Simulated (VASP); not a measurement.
Runs of VASP 6.6.1 on AlRu. The structure is that of space group Pm-3m (No. 221), or close to it. The cells are those of the table. 

```csv
task,cell,k mesh,cutoff (eV),gap on the mesh (eV),pressure (GPa)
single point,"a = 3.004 Å, 2 atoms",6 × 6 × 6,520,none,-0.2
single point,"a = 3.004 Å, 2 atoms",18 × 18 × 18,520,none,0.0
single point,"a = 2.987 Å, angles 89.2°, 2 atoms",6 × 6 × 6,520,none,(a)
relaxation of cell and atoms,"relaxed from a = 2.987 Å, angles 89.2°, 2 atoms",6 × 6 × 6,600,none,0.0
```

Alike in all rows: level PBE; potentials or basis VASP PAW PBE potentials, release 64 (Al, Ru_pv); no spin polarisation; smearing gaussian 0.1 eV.

Task: Estimate the missing entries.

Result: (a) 3.7.

A k mesh can miss the band edges, and the runs leave out spin-orbit coupling on Ru.

A gap of «none» marks levels without a gap at the run's occupations.
